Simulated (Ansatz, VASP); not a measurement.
# One calculation of ZnSe, two programs

```
Zn Se
1.0
     0.00000    2.91739    2.91739
     2.91739    0.00000    2.91739
     2.91739    2.91739    0.00000
Zn Se
1 1
Direct
  0.00000 0.00000 0.00000
  0.25000 0.25000 0.25000
```

Change from the starting cell: hydrostatic strain +3.0%.

Alike in both runs: task single point; functional HSE06; k mesh 6 × 6 × 6; no spin polarisation.

|  | VASP | Ansatz |
| --- | --- | --- |
| version | VASP 6.6.1 | Ansatz 0.2.0 |
| potentials or method | VASP PAW PBE potentials, release 64 (Zn, Se) | plane waves, PAW |
| plane-wave cutoff (eV) | 520 | 420 |
| occupations | gaussian, width 0.01 eV | fixed |
| valence electrons in the cell | 18 | 28 |

```tsv
	VASP	Ansatz	Ansatz less VASP
gap on the k mesh at the Fermi level (eV)	2.02	2.03	+0.012
pressure (GPa)	-3.7	-3.7	+0.03
```

VASP's potentials hold 18 valence electrons a cell and Ansatz's 28, so a difference there can come from the potentials and not from the codes. Ansatz's warnings: stress exchange threshold loose, stress scf threshold loose.
